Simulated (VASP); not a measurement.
Crystal: BaS (hm.bA).

```
CELL_PARAMETERS angstrom
0.00000 3.18500 3.18500
3.18500 0.00000 3.18500
3.18500 3.18500 0.00000
ATOMIC_POSITIONS crystal
Ba 0.00000 0.00000 0.00000
S 0.50000 0.50000 0.50000
```

| Quantity | Value |
| --- | --- |
| Program | VASP 6.6.1 |
| Task | relaxation of cell and atoms |
| Functional | PBE |
| Potentials or basis | VASP PAW PBE potentials, release 64 (Ba_sv, S) |
| Cutoff | 500 eV |
| k mesh | 8 × 8 × 8 |
| Occupations | gaussian, width 0.02 eV |
| Spin | no spin polarisation |

At the start: pressure 1.8 GPa; volume 32.31 Å³/atom.

Task: Where does the relaxation end?

Result: Over 3 steps the energy falls by 7.3 meV/atom and the volume is 33.63 Å³/atom (+4.1 %); space group Fm-3m (No. 225, to 0.05 Å).

Step by step:
```
step  energy change (eV)  largest force (eV/Å)  pressure (GPa)  volume (Å³)
   1              0.0000                0.0000            1.82        64.62
   2             -0.0132                0.0000           -0.50        68.12
   3             -0.0145                0.0000            0.00        67.27
```

Final structure:
```cif
data_structure
_symmetry_space_group_name_H-M 'P 1'
_symmetry_Int_Tables_number 1
_cell_length_a 4.5650
_cell_length_b 4.5650
_cell_length_c 4.5650
_cell_angle_alpha 60.000
_cell_angle_beta 60.000
_cell_angle_gamma 60.000
_cell_volume 67.27
loop_
_atom_site_label
_atom_site_type_symbol
_atom_site_fract_x
_atom_site_fract_y
_atom_site_fract_z
_atom_site_occupancy
Ba1 Ba 0.00000 0.00000 0.00000 1
S1 S 0.50000 0.50000 0.50000 1
```
